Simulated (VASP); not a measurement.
# Hg (P6_3/mmc) in VASP: a series of runs

Hg is run at these levels: PBEsol; tasks: single point.

Program: VASP 6.6.1. These are calculated values, not measurements. Logs are shortened: lines on timing, memory, paths and dates and some standing lists are left out, and cuts for length are marked.

## Step 1: The cell of the first run

The structure is hexagonal, space group P6_3/mmc (No. 194). Conventional cell: a = 3.103 Å, b = 3.103 Å, c = 5.202 Å, α = 90.00°, β = 90.00°, γ = 120.00°. Hg (site symmetry -6m2) has 12 Hg at 3.10 to 3.16 Å within 4.1 Å.

## Step 2: Single point, PBEsol (volume scaled by 0.92)

Input file INCAR:

```
SYSTEM = Hg
PREC = Accurate
ENCUT = 520
EDIFF = 1E-7
ISMEAR = -1
SIGMA = 0.1
LREAL = .FALSE.
LASPH = .TRUE.
NELM = 80
ALGO = Normal
ISIF = 2
LWAVE = .FALSE.
LCHARG = .TRUE.
GGA = PS
LELF = .TRUE.
LVHAR = .TRUE.
NBANDS = 19
```

Input file KPOINTS:

```
regular mesh
0
G
  19 19 10
  0 0 0
```

Input file POSCAR:

```
Hg
1.0
    3.1028755772      0.0000000000      0.0000000000
   -1.5514377886      2.6871690747      0.0000000000
    0.0000000000      0.0000000000      5.2018698968
Hg
2
Direct
    0.3333333333      0.6666666667      0.2500000000
    0.6666666667      0.3333333333      0.7500000000
```

Potentials or basis: VASP PAW PBE potentials, release 64 (Hg).

Command:

```bash
$ cat potpaw_PBE.64/Hg/POTCAR > POTCAR
$ mpirun -np 1 vasp_std > vasp.out
```

OUTCAR:

```text
SYSTEM = Hg
   PREC = Accurate
   ENCUT = 520
   EDIFF = 1E-7
   ISMEAR = -1
   LREAL = .FALSE.
   LASPH = .TRUE.
   NELM = 80
   ISIF = 2
   GGA = PS

 ion  position               nearest neighbor table
   1  0.333  0.667  0.250-   2 3.16   2 3.16   2 3.16   2 3.16   2 3.16   2 3.16
   2  0.667  0.333  0.750-   1 3.16   1 3.16   1 3.16   1 3.16   1 3.16   1 3.16

  LATTYP: Found a hexagonal cell.
 ALAT       =     3.1028755772
 C/A-ratio  =     1.6764674468

  Lattice vectors:

 A1 = (   3.1028755772,   0.0000000000,   0.0000000000)
 A2 = (  -1.5514377886,   2.6871690747,   0.0000000000)
 A3 = (   0.0000000000,   0.0000000000,   5.2018698968)

Analysis of symmetry for initial positions (statically):
=====================================================================
 Subroutine PRICEL returns:
 Original cell was already a primitive cell.

 Routine SETGRP: Setting up the symmetry group for a
 hexagonal supercell.

 Subroutine GETGRP returns: Found 24 space group operations
 (whereof 12 operations were pure point group operations)
 out of a pool of 24 trial point group operations.

The static configuration has the point symmetry D_3d.
 The point group associated with its full space group is D_6h.

Analysis of symmetry for dynamics (positions and initial velocities):
=====================================================================
 Subroutine PRICEL returns:
 Original cell was already a primitive cell.

 Routine SETGRP: Setting up the symmetry group for a
 hexagonal supercell.

 Subroutine GETGRP returns: Found 24 space group operations
 (whereof 12 operations were pure point group operations)
 out of a pool of 24 trial point group operations.

The dynamic configuration has the point symmetry D_3d.
 The point group associated with its full space group is D_6h.

 Subroutine INISYM returns: Found 24 space group operations
 (whereof 12 operations are pure point group operations),
 and found     1 'primitive' translations

----------------------------------------------------------------------------------------

                                     Primitive cell

  volume of cell :      43.3729

  direct lattice vectors                    reciprocal lattice vectors
     3.102875577  0.000000000  0.000000000     0.322281695  0.186069423  0.000000000
    -1.551437789  2.687169075  0.000000000     0.000000000  0.372138847  0.000000000
     0.000000000  0.000000000  5.201869897     0.000000000  0.000000000  0.192238564

  length of vectors
     3.102875577  3.102875577  5.201869897     0.372138847  0.372138847  0.192238564

  position of ions in fractional coordinates (direct lattice)
     0.333333333  0.666666667  0.250000000
     0.666666667  0.333333333  0.750000000

  ion indices of the primitive-cell ions
   primitive index   ion index
                 1           1
                 2           2

----------------------------------------------------------------------------------------

 KPOINTS: regular mesh

Automatic generation of k-mesh.
 Grid dimensions read from file:
 generate k-points for:   19   19   10

 Generating k-lattice:

  Cartesian coordinates                     Fractional coordinates (reciprocal lattice)
     0.016962194  0.009793128  0.000000000     0.052631579  0.000000000  0.000000000
     0.000000000  0.019586255  0.000000000     0.000000000  0.052631579  0.000000000
     0.000000000  0.000000000  0.019223856     0.000000000  0.000000000  0.100000000

  Length of vectors
     0.019586255  0.019586255  0.019223856

  Shift w.r.t. Gamma in fractional coordinates (k-lattice)
     0.000000000  0.000000000  0.000000000

 Subroutine IBZKPT returns following result:
 ===========================================

 Found    240 irreducible k-points:

 Following reciprocal coordinates:
            Coordinates               Weight
  0.000000  0.000000  0.000000      1.000000
  0.052632  0.000000  0.000000      6.000000
  0.105263  0.000000  0.000000      6.000000
  0.157895 -0.000000  0.000000      6.000000
  0.210526  0.000000  0.000000      6.000000
  0.263158  0.000000  0.000000      6.000000
[... 16 lines left out ...]
  0.263158  0.105263  0.000000     12.000000
  0.315789  0.105263  0.000000     12.000000
 [... further k-points ...]
   k-points           NKPTS =    240   k-points in BZ     NKDIM =    240   number of bands    NBANDS=     19
   number of dos      NEDOS =    301   number of ions     NIONS =      2
   total plane-waves  NPLWV =  23040
   dimension x,y,z NGX =    24 NGY =   24 NGZ =   40
   dimension x,y,z NGXF=    48 NGYF=   48 NGZF=   80
   ions per type =               2
   NGX,Y,Z   is equivalent  to a cutoff of  12.86, 12.86, 12.78 a.u.
   NGXF,Y,Z  is equivalent  to a cutoff of  25.72, 25.72, 25.57 a.u.
 SYSTEM =  Hg
   PREC   = accura    normal or accurate (medium, high low for compatibility)
   ISTART =      0    job   : 0-new  1-cont  2-samecut
   ICHARG =      2    charge: 1-file 2-atom 10-const
   ISPIN  =      1    spin polarized calculation?
   LNONCOLLINEAR =      F non collinear calculations
   LSORBIT =      F    spin-orbit coupling
   LASPH  =      T    aspherical Exc in radial PAW
   ENCUT  =  520.0 eV  38.22 Ry    6.18 a.u.   5.77  5.77  9.67*2*pi/ulx,y,z
   NELM   =     80;   NELMIN=  2; NELMDL= -5     # of ELM steps
   EDIFF  = 0.1E-06   stopping-criterion for ELM
   LREAL  =      F    real-space projection
   EDIFFG = 0.1E-05   stopping-criterion for IOM
   NSW    =      0    number of steps for IOM
   IBRION =     -1    ionic relax: 0-MD 1-quasi-New 2-CG
   NFREE  =      0    steps in history (QN), initial steepest desc. (CG)
   ISIF   =      2    stress and relaxation
   ISYM   =      2    0-nonsym 1-usesym 2-fastsym
   POTIM  = 0.5000    time-step for ionic-motion
   TEBEG  =    0.0;   TEEND  =   0.0 temperature during run
   PSTRESS=    0.0 pullay stress
   NELECT =      24.0000    total number of electrons
   NUPDOWN=      -1.0000    fix difference up-down
   EMIN   =  10.00;   EMAX   =-10.00  energy-range for DOS
   EFERMI =   0.00;   METHOD = LEGACY
   ISMEAR =    -1;   SIGMA  =   0.10  broadening in eV -4-tet -1-fermi 0-gaus
   EFERMI_NEDOS =   21; number of points for ismear=-14 and -15
   IALGO  =     38    algorithm
   IMIX   =      4    mixing-type and parameters
     AMIX     =   0.40;   BMIX     =  1.00
     AMIX_MAG =   1.60;   BMIX_MAG =  1.00
  volume/ion in A,a.u.               =      21.69       146.35
  Fermi-wavevector in a.u.,A,eV,Ry     =   1.344020  2.539829 24.577413  1.806389
  Thomas-Fermi vector in A             =   2.472047
   LORBIT       =      0    0 simple, 1 ext, 2 COOP (PROOUT), +10 PAW based schemes
   GGA     = PS    functional components
   LHFCALC =     F    Hartree Fock is set to
   AEXX    =    0.0000 exact exchange contribution
   IVDW    =     0    specifies the selected vdW correction
   LEPSILON=     F    determine dielectric tensor
   LRPA    =     F    only Hartree local field effects (RPA)
 non-spin polarized calculation
  energy-cutoff  :      520.00
  volume of cell :       43.37
 maximum number of plane-waves:      1184
 NGX is ok and might be reduce to    24
   NGX = 11   NGY = 11   NGZ = 19

 number of electron      23.9999991 magnetization

 Free energy of the ion-electron system (eV)
  ---------------------------------------------------
  ext. energy  EPLUGINS =         0.00000000
  ---------------------------------------------------
  free energy    TOTEN  =        -1.04164281 eV

  energy without entropy =       -1.01646558  energy(sigma->0) =       -1.02905420

 E-fermi :   3.2341     XC(G=0): -11.5222

 val. band max:        3.2052879098   @ k =   0.2632   0.1579   0.0000
 cond. band min:       3.2504185625   @ k =   0.3158   0.2105   0.0000
 fundamental gap:      0.0451306527
 Fermi energy:         3.2341200514

 k-point     1 :       0.0000    0.0000    0.0000
  band No.  band energies     occupation
      1      -6.5663      2.00000
      2      -5.2905      2.00000
      3      -4.1016      2.00000
      4      -3.9450      2.00000
      5      -3.9450      2.00000
      6      -3.7964      2.00000
[... 11 lines left out ...]
     18      18.3472      0.00000
     19      19.5166      0.00000

 k-point     2 :       0.0526    0.0000    0.0000
  band No.  band energies     occupation
      1      -6.4964      2.00000
      2      -5.2461      2.00000
      3      -4.1133      2.00000
      4      -3.9317      2.00000
      5      -3.9117      2.00000
      6      -3.8090      2.00000
[... 11 lines left out ...]
     18      18.6485      0.00000
     19      19.8649      0.00000

 k-point     3 :       0.1053    0.0000    0.0000
  band No.  band energies     occupation
      1      -6.2913      2.00000
      2      -5.1231      2.00000
      3      -4.1507      2.00000
      4      -3.8959      2.00000
      5      -3.8250      2.00000
      6      -3.8142      2.00000
[... 11 lines left out ...]
     18      19.0373      0.00000
     19      19.4945      0.00000

 k-point     4 :       0.1579   -0.0000    0.0000
  band No.  band energies     occupation
      1      -5.9690      2.00000
      2      -4.9592      2.00000
      3      -4.1895      2.00000
      4      -3.9183      2.00000
      5      -3.7338      2.00000
      6      -3.7112      2.00000
[... 11 lines left out ...]
     18      17.8723      0.00000
     19      18.2225      0.00000

 k-point     5 :       0.2105    0.0000    0.0000
  band No.  band energies     occupation
      1      -5.5756      2.00000
      2      -4.8391      2.00000
      3      -4.1536      2.00000
      4      -3.9474      2.00000
      5      -3.9301      2.00000
      6      -3.6521      2.00000
[... 11 lines left out ...]
     18      16.7426      0.00000
     19      18.4012      0.00000
[... 334 lines left out ...]
      2      -4.7143      2.00000
      3      -4.2796      2.00000
      4      -3.9659      2.00000
      5      -3.9335      2.00000
      6      -3.7721      2.00000
[... 11 lines left out ...]
     18      17.3467      0.00000
     19      17.4158      0.00000

 k-point    22 :       0.2105    0.1053    0.0000
  band No.  band energies     occupation
      1      -5.0351      2.00000
      2      -4.6981      2.00000
      3      -4.1922      2.00000
      4      -4.1577      2.00000
      5      -3.9120      2.00000
      6      -3.8431      2.00000
[... 11 lines left out ...]
     18      16.6917      0.00000
     19      16.7476      0.00000

 k-point    23 :       0.2632    0.1053    0.0000
  band No.  band energies     occupation
      1      -4.8320      2.00000
      2      -4.7751      2.00000
      3      -4.3953      2.00000
      4      -3.8982      2.00000
      5      -3.8889      2.00000
      6      -3.8235      2.00000
[... 11 lines left out ...]
     18      16.0278      0.00000
     19      16.2596      0.00000

 k-point    24 :       0.3158    0.1053    0.0000
  band No.  band energies     occupation
      1      -4.8652      2.00000
      2      -4.7780      2.00000
      3      -4.5575      2.00000
      4      -3.9345      2.00000
      5      -3.7271      2.00000
      6      -3.6212      2.00000
[... 11 lines left out ...]
     18      15.4722      0.00000
     19      15.8867      0.00000

 [... further k-points ...]

------------------------ aborting loop because EDIFF is reached ----------------------------------------

  FORCE on cell =-STRESS in cart. coord.  units (eV):
  Direction    XX          YY          ZZ          XY          YZ          ZX
  --------------------------------------------------------------------------------------
  -------------------------------------------------------------------------------------
  Total        1.1806861      1.1806861      1.1994426      0.0000000      0.0000000      0.0000000
  in kB       43.6140262     43.6140262     44.3068861      0.0000000      0.0000000      0.0000000
  external PRESSURE =      43.8449795 kB  Pullay stress =       0.0000000 kB

 VOLUME and BASIS-vectors are now :
 -----------------------------------------------------------------------------
  energy-cutoff  :      520.00
  volume of cell :       43.37
      direct lattice vectors                 reciprocal lattice vectors
     3.102875577  0.000000000  0.000000000     0.322281695  0.186069423  0.000000000
    -1.551437789  2.687169075  0.000000000     0.000000000  0.372138847  0.000000000
     0.000000000  0.000000000  5.201869897     0.000000000  0.000000000  0.192238564

 POSITION                                       TOTAL-FORCE (eV/Angst)
 -----------------------------------------------------------------------------------
     -0.00000      1.79145      1.30047         0.000000      0.000000     -0.000000
      1.55144      0.89572      3.90140        -0.000000      0.000000      0.000000
 -----------------------------------------------------------------------------------
    total drift:                               -0.000000      0.000000     -0.000000

  FREE ENERGIE OF THE ION-ELECTRON SYSTEM (eV)
  ---------------------------------------------------
  free  energy   TOTEN  =        -1.0416428089 eV

  energy  without entropy=       -1.0164655837  energy(sigma->0) =       -1.02905420
```

Run time: 80 s. Hardware: 1 thread of AMD EPYC 9R45 (Zen 5), shared host; peak memory 0.25 GiB.

Results:

```
Free energy            : -1.0416 eV
Pressure               : 4.4 GPa
Band gap on the k mesh : zero (band 12 reaches 3.56 eV, above the bottom of band 13 at 1.55 eV)
```

Caveat: the PAW data sets were made with another functional, which shifts forces and pressure a little; spin-orbit coupling is left out, which moves the levels of the heavy elements.

(Continued in part 2 of 2.)
